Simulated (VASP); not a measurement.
# ZnO (Pm-3m) in VASP: notebook, part 2 of 2

VASP 6.6.1. The steps go on from the part before.

## Step 3: Single point, r2SCAN+rVV10

The input, POSCAR:

```
ZnO
1.0
    2.6373721193      0.0000000000      0.0000000000
    0.0000000000      2.6373721193      0.0000000000
    0.0000000000      0.0000000000      2.6373721193
Zn O
1 1
Direct
    0.0000000000      0.0000000000      0.0000000000
    0.5000000000      0.5000000000      0.5000000000
```

The input, INCAR.step1:

```
PREC = Accurate
ENCUT = 910
ISMEAR = -1
SIGMA = 0.03
LREAL = False
LASPH = True
NELM = 120
NBANDS = 16
GGA = PE
ALGO = Normal
EDIFF = 1E-5
LWAVE = True
LCHARG = False
GGA_COMPAT = False
```

The input, INCAR.step2:

```
PREC = Accurate
ENCUT = 910
EDIFF = 1E-6
ISMEAR = -1
SIGMA = 0.03
LREAL = False
LASPH = True
NELM = 120
ALGO = Normal
ISIF = 2
LWAVE = False
LCHARG = False
METAGGA = R2SCAN
LMIXTAU = True
LUSE_VDW = True
IVDW_NL = 2
BPARAM = 11.95
CPARAM = 0.0093
NBANDS = 16
ISTART = 1
GGA_COMPAT = False
```

The input, KPOINTS:

```
Automatic mesh
0
Gamma
  10 10 10
```

Potentials or basis: VASP PAW PBE potentials, release 64 (Zn, O_h).

On the command line:

```console
cat potpaw_PBE.64/Zn/POTCAR potpaw_PBE.64/O_h/POTCAR > POTCAR
cp INCAR.step1 INCAR
mpirun -np 1 vasp_std > vasp.out
cp INCAR.step2 INCAR
mpirun -np 1 vasp_std > vasp.out
```

OUTCAR:

```text
PREC = Accurate
   ENCUT = 910
   EDIFF = 1E-6
   ISMEAR = -1
   LREAL = False
   LASPH = True
   NELM = 120
   ISIF = 2
   METAGGA = R2SCAN
   IVDW_NL = 2
   BPARAM = 11.95
   ISTART = 1

 ion  position               nearest neighbor table
   1  0.000  0.000  0.000-   2 2.28   2 2.28   2 2.28   2 2.28   2 2.28   2 2.28   2 2.28   2 2.28

   2  0.500  0.500  0.500-   1 2.28   1 2.28   1 2.28   1 2.28   1 2.28   1 2.28   1 2.28   1 2.28

  LATTYP: Found a simple cubic cell.
 ALAT       =     2.6373721193

  Lattice vectors:

 A1 = (   2.6373721193,   0.0000000000,   0.0000000000)
 A2 = (   0.0000000000,   2.6373721193,   0.0000000000)
 A3 = (   0.0000000000,   0.0000000000,   2.6373721193)

Analysis of symmetry for initial positions (statically):
=====================================================================
 Subroutine PRICEL returns:
 Original cell was already a primitive cell.

 Routine SETGRP: Setting up the symmetry group for a
 simple cubic supercell.

 Subroutine GETGRP returns: Found 48 space group operations
 (whereof 48 operations were pure point group operations)
 out of a pool of 48 trial point group operations.

The static configuration has the point symmetry O_h .

Analysis of symmetry for dynamics (positions and initial velocities):
=====================================================================
 Subroutine PRICEL returns:
 Original cell was already a primitive cell.

 Routine SETGRP: Setting up the symmetry group for a
 simple cubic supercell.

 Subroutine GETGRP returns: Found 48 space group operations
 (whereof 48 operations were pure point group operations)
 out of a pool of 48 trial point group operations.

The dynamic configuration has the point symmetry O_h .

 Subroutine INISYM returns: Found 48 space group operations
[... 112 lines left out ...]
   ISMEAR =    -1;   SIGMA  =   0.03  broadening in eV -4-tet -1-fermi 0-gaus
   EFERMI_NEDOS =   21; number of points for ismear=-14 and -15
   IALGO  =     38    algorithm
   IMIX   =      4    mixing-type and parameters
     AMIX     =   0.40;   BMIX     =  1.00
     AMIX_MAG =   1.60;   BMIX_MAG =  1.00
  volume/ion in A,a.u.               =       9.17        61.90
  Fermi-wavevector in a.u.,A,eV,Ry     =   1.626775  3.074160 36.006432  2.646398
  Thomas-Fermi vector in A             =   2.719679
   LORBIT       =      0    0 simple, 1 ext, 2 COOP (PROOUT), +10 PAW based schemes
   METAGGA = R2SCAN    functional components
   LHFCALC =     F    Hartree Fock is set to
   AEXX    =    0.0000 exact exchange contribution
   IVDW_NL    =     2    kernel type
   BPARAM     =11.9500
   IVDW    =     0    specifies the selected vdW correction
   LEPSILON=     F    determine dielectric tensor
   LRPA    =     F    only Hartree local field effects (RPA)
 non-spin polarized calculation
  energy-cutoff  :      910.00
  volume of cell :       18.34
 maximum number of plane-waves:      1189
 NGX is ok and might be reduce to    28
   NGX = 13   NGY = 13   NGZ = 13

 number of electron      18.0000002 magnetization

 Free energy of the ion-electron system (eV)
  ---------------------------------------------------
  ext. energy  EPLUGINS =         0.00000000
  ---------------------------------------------------
  free energy    TOTEN  =       -16.22847131 eV

  energy without entropy =      -16.22819993  energy(sigma->0) =      -16.22833562

 E-fermi :   3.8497     XC(G=0): -13.6665

 val. band max:        3.7680527962   @ k =   0.5000   0.0000   0.0000
 cond. band min:       4.8380625933   @ k =   0.1000   0.0000   0.0000
 fundamental gap:      1.0700097971
 Fermi energy:         3.8497353591

 k-point     1 :       0.0000    0.0000    0.0000
  band No.  band energies     occupation
      1     -16.1094      2.00000
      2      -2.9264      2.00000
      3      -2.9264      2.00000
      4      -1.7550      2.00000
      5      -1.7550      2.00000
      6      -1.7550      2.00000
[... 433 lines left out ...]
      3      -2.7730      2.00000
      4      -2.2980      2.00000
      5      -2.1872      2.00000
      6      -1.8208      2.00000
[... 8 lines left out ...]
     15      29.4341      0.00000
     16      29.5429      0.00000

 [... further k-points ...]

------------------------ aborting loop because EDIFF is reached ----------------------------------------

  FORCE on cell =-STRESS in cart. coord.  units (eV):
  Direction    XX          YY          ZZ          XY          YZ          ZX
  --------------------------------------------------------------------------------------
  -------------------------------------------------------------------------------------
  Total        0.1307790      0.1307790      0.1307790      0.0000000      0.0000000     -0.0000000
  in kB       11.4217980     11.4217980     11.4217980      0.0000000      0.0000000     -0.0000000
  external PRESSURE =      11.4217980 kB  Pullay stress =       0.0000000 kB

 VOLUME and BASIS-vectors are now :
 -----------------------------------------------------------------------------
  energy-cutoff  :      910.00
  volume of cell :       18.34
      direct lattice vectors                 reciprocal lattice vectors
     2.637372119  0.000000000  0.000000000     0.379165303  0.000000000  0.000000000
     0.000000000  2.637372119  0.000000000     0.000000000  0.379165303  0.000000000
     0.000000000  0.000000000  2.637372119     0.000000000  0.000000000  0.379165303

 POSITION                                       TOTAL-FORCE (eV/Angst)
 -----------------------------------------------------------------------------------
      0.00000      0.00000      0.00000         0.000000      0.000000      0.000000
      1.31869      1.31869      1.31869         0.000000      0.000000      0.000000
 -----------------------------------------------------------------------------------
    total drift:                               -0.000000      0.000000      0.000000

  FREE ENERGIE OF THE ION-ELECTRON SYSTEM (eV)
  ---------------------------------------------------
  free  energy   TOTEN  =       -16.2284713056 eV

  energy  without entropy=      -16.2281999301  energy(sigma->0) =      -16.22833562
```

OUTCAR.step1:

```text
PREC = Accurate
   ENCUT = 910
   ISMEAR = -1
   LREAL = False
   LASPH = True
[... 678 lines left out ...]
      0.00000      0.00000      0.00000         0.000000      0.000000      0.000000
      1.31869      1.31869      1.31869         0.000000      0.000000      0.000000
 -----------------------------------------------------------------------------------
    total drift:                               -0.000000      0.000000      0.000000

  FREE ENERGIE OF THE ION-ELECTRON SYSTEM (eV)
  ---------------------------------------------------
  free  energy   TOTEN  =        -7.4597051428 eV

  energy  without entropy=       -7.4594344450  energy(sigma->0) =       -7.45956979
```

Run time: 92 s. Hardware: 1 thread of Intel Xeon Platinum 8488C (Sapphire Rapids), shared host; peak memory 0.28 GiB.

Results:

```yaml
Free_energy: -16.2285 eV
Pressure: 1.1 GPa
Band_gap_on_the_k_mesh: zero (band 9 reaches 3.77 eV, above the bottom of band 10 at 3.76 eV)
```

Caveat: the cutoff is under 1.25 times the usual one of these potentials, so pressure, stress and relaxed cells hold a basis-set (Pulay) error; the PAW data sets were made with another functional, which shifts forces and pressure a little.
